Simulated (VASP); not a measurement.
# B (Pm-3m) in VASP: notebook, part 2 of 2

VASP 6.6.1.

**5. Single point, RPBE (volume scaled by 0.96)**

Contents of INCAR:

```
ALGO = Normal ; EDIFF = 1E-6
ENCUT = 500 ; GGA = RP
GGA_COMPAT = F ; ISIF = 2
ISMEAR = -1 ; LASPH = T
LCHARG = T ; LELF = T
LREAL = F ; LVHAR = T
LWAVE = F ; NBANDS = 8
NELM = 120 ; PREC = Accurate
SIGMA = 0.1
```

Contents of KPOINTS:

```
k-points
0
Gamma
  18 18 18
```

Contents of POSCAR:

```
B
1.0
    1.8682691997      0.0000000000      0.0000000000
    0.0000000000      1.8682691997      0.0000000000
    0.0000000000      0.0000000000      1.8682691997
B
1
Direct
    0.0000000000      0.0000000000      0.0000000000
```

Potentials or basis: VASP PAW PBE potentials, release 64 (B).

The run is started by

```sh
$ cat potpaw_PBE.64/B/POTCAR > POTCAR
$ mpirun -np 1 vasp_std > vasp.out
```

OUTCAR:

```text
EDIFF = 1E-6
   ENCUT = 500
   GGA = RP
   ISIF = 2
   ISMEAR = -1
   LASPH = T
   LREAL = F
   NELM = 120
   PREC = Accurate

 ion  position               nearest neighbor table
   1  0.000  0.000  0.000-

  LATTYP: Found a simple cubic cell.
 ALAT       =     1.8682691997

  Lattice vectors:

 A1 = (   1.8682691997,   0.0000000000,   0.0000000000)
 A2 = (   0.0000000000,   1.8682691997,   0.0000000000)
 A3 = (   0.0000000000,   0.0000000000,   1.8682691997)

Analysis of symmetry for initial positions (statically):
=====================================================================
 Subroutine PRICEL returns:
 Original cell was already a primitive cell.

 Routine SETGRP: Setting up the symmetry group for a
 simple cubic supercell.

 Subroutine GETGRP returns: Found 48 space group operations
 (whereof 48 operations were pure point group operations)
 out of a pool of 48 trial point group operations.

The static configuration has the point symmetry O_h .

Analysis of symmetry for dynamics (positions and initial velocities):
=====================================================================
 Subroutine PRICEL returns:
 Original cell was already a primitive cell.

 Routine SETGRP: Setting up the symmetry group for a
 simple cubic supercell.

 Subroutine GETGRP returns: Found 48 space group operations
 (whereof 48 operations were pure point group operations)
 out of a pool of 48 trial point group operations.

The dynamic configuration has the point symmetry O_h .

 Subroutine INISYM returns: Found 48 space group operations
 (whereof 48 operations are pure point group operations),
 and found     1 'primitive' translations

----------------------------------------------------------------------------------------

                                     Primitive cell

[... 102 lines left out ...]
   EFERMI =   0.00;   METHOD = LEGACY
   ISMEAR =    -1;   SIGMA  =   0.10  broadening in eV -4-tet -1-fermi 0-gaus
   EFERMI_NEDOS =   21; number of points for ismear=-14 and -15
   IALGO  =     38    algorithm
   IMIX   =      4    mixing-type and parameters
     AMIX     =   0.40;   BMIX     =  1.00
     AMIX_MAG =   1.60;   BMIX_MAG =  1.00
  volume/ion in A,a.u.               =       6.52        44.01
  Fermi-wavevector in a.u.,A,eV,Ry     =   1.263793  2.388222 21.730839  1.597172
  Thomas-Fermi vector in A             =   2.397131
   LORBIT       =      0    0 simple, 1 ext, 2 COOP (PROOUT), +10 PAW based schemes
   GGA     = RP    functional components
   LHFCALC =     F    Hartree Fock is set to
   AEXX    =    0.0000 exact exchange contribution
   IVDW    =     0    specifies the selected vdW correction
   LEPSILON=     F    determine dielectric tensor
   LRPA    =     F    only Hartree local field effects (RPA)
 non-spin polarized calculation
  energy-cutoff  :      500.00
  volume of cell :        6.52
 maximum number of plane-waves:       174
 NGX is ok and might be reduce to    14
   NGX =  7   NGY =  7   NGZ =  7

 number of electron       3.0000000 magnetization

 Free energy of the ion-electron system (eV)
  ---------------------------------------------------
  ext. energy  EPLUGINS =         0.00000000
  ---------------------------------------------------
  free energy    TOTEN  =        -5.30757372 eV

  energy without entropy =       -5.29706857  energy(sigma->0) =       -5.30232115

 E-fermi :   7.4410     XC(G=0): -12.4905

 val. band max:        7.4265827799   @ k =   0.4444   0.3889   0.3889
 cond. band min:       7.4726982038   @ k =   0.3889   0.3333   0.1667
 fundamental gap:      0.0461154238
 Fermi energy:         7.4409559990

 k-point     1 :       0.0000    0.0000    0.0000
  band No.  band energies     occupation
      1      -8.7148      2.00000
      2      21.4190      0.00000
      3      21.4190      0.00000
      4      21.4190      0.00000
      5      31.6757      0.00000
      6      31.6757      0.00000
      7      41.2407      0.00000
      8      61.7796      0.00000
[... 243 lines left out ...]
 k-point    24 :       0.3333    0.1111    0.0000
  band No.  band energies     occupation
      1      -4.4705      2.00000
      2       7.0713      1.95160
      3      21.4482      0.00000
      4      24.5001      0.00000
      5      35.9338      0.00000
      6      38.6095      0.00000
      7      46.5928      0.00000
      8      48.1953      0.00000

 [... further k-points ...]
[... 5 lines left out ...]
  --------------------------------------------------------------------------------------
  -------------------------------------------------------------------------------------
  Total        0.4341267      0.4341267      0.4341267     -0.0000000     -0.0000000      0.0000000
  in kB      106.6617581    106.6617581    106.6617581     -0.0000000     -0.0000000      0.0000000
  external PRESSURE =     106.6617581 kB  Pullay stress =       0.0000000 kB

 VOLUME and BASIS-vectors are now :
 -----------------------------------------------------------------------------
  energy-cutoff  :      500.00
  volume of cell :        6.52
      direct lattice vectors                 reciprocal lattice vectors
     1.868269200  0.000000000  0.000000000     0.535254770  0.000000000  0.000000000
     0.000000000  1.868269200  0.000000000     0.000000000  0.535254770  0.000000000
     0.000000000  0.000000000  1.868269200     0.000000000  0.000000000  0.535254770

 POSITION                                       TOTAL-FORCE (eV/Angst)
 -----------------------------------------------------------------------------------
      0.00000      0.00000      0.00000         0.000000      0.000000      0.000000
 -----------------------------------------------------------------------------------
    total drift:                                0.000000     -0.000000     -0.000000

  FREE ENERGIE OF THE ION-ELECTRON SYSTEM (eV)
  ---------------------------------------------------
  free  energy   TOTEN  =        -5.3075737248 eV

  energy  without entropy=       -5.2970685674  energy(sigma->0) =       -5.30232115
```

OSZICAR:

```text
N       E                     dE             d eps       ncg     rms          rms(c)
DAV:   1    -0.350016722999E+01   -0.35002E+01   -0.14486E+03  3952   0.285E+02
DAV:   2    -0.531688506461E+01   -0.18167E+01   -0.17200E+01  4624   0.322E+01
DAV:   3    -0.531918248852E+01   -0.22974E-02   -0.22972E-02  4048   0.119E+00
DAV:   4    -0.531918257580E+01   -0.87283E-07   -0.86853E-07  4960   0.695E-03
DAV:   5    -0.531918257550E+01    0.30029E-09   -0.32054E-11  3912   0.249E-05    0.177E+00
DAV:   6    -0.531054716945E+01    0.86354E-02   -0.25125E-03  3912   0.307E-01    0.109E+00
DAV:   7    -0.530754605440E+01    0.30011E-02   -0.41214E-03  4016   0.416E-01    0.411E-02
DAV:   8    -0.530757274183E+01   -0.26687E-04   -0.26908E-05  3840   0.419E-02    0.145E-02
DAV:   9    -0.530757372482E+01   -0.98298E-06   -0.38066E-06  4216   0.126E-02
   1 F= -.53075737E+01 E0= -.53023211E+01  d E =-.105052E-01
```

stdout:

```text
POSCAR found type information on POSCAR B
 POSCAR found :  1 types and       1 ions
 scaLAPACK will be used
 -----------------------------------------------------------------------------
|                                                                             |
|                                                                             |
|     You enforced a specific xc type in the INCAR file but a different       |
|     I HOPE YOU KNOW WHAT YOU ARE DOING!                                     |
|                                                                             |
 -----------------------------------------------------------------------------

 LDA part: xc-table for (Slater+PW92), standard interpolation
 POSCAR, INCAR and KPOINTS ok, starting setup
 FFT: planning ... GRIDC
 FFT: planning ... GRID_SOFT
 FFT: planning ... GRID
 WAVECAR not read
 entering main loop
```

Wall time 7.3 s (1 thread of Intel Xeon Platinum 8259CL at 2.50GHz (Skylake/Cascade Lake), shared host); peak memory 0.11 GiB.

What came out:

```
Free energy : -5.3076 eV
Pressure    : 10.7 GPa
```

Caveat: the PAW data sets were made with another functional, which shifts forces and pressure a little.

**6. The runs side by side**

| cell | k mesh | gap on the mesh (eV) | pressure (GPa) |
| --- | --- | --- | --- |
| a = 1.894 Å, 1 atom | 16 × 16 × 16 | none | -0.1 |
| a = 1.815 Å, 1 atom | 18 × 18 × 18 | none | 37.5 |
| a = 1.842 Å, 1 atom | 18 × 18 × 18 | none | 22.8 |
| a = 1.868 Å, 1 atom | 18 × 18 × 18 | none | 10.7 |

Alike in all rows: task single point; level RPBE; potentials or basis VASP PAW PBE potentials, release 64 (B); no spin polarisation; cutoff (eV) 500; smearing fermi-dirac 0.1 eV.

Caveats: the PAW data sets were made with another functional, which shifts forces and pressure a little.

Absolute energies hang on the potentials; compare differences alone.
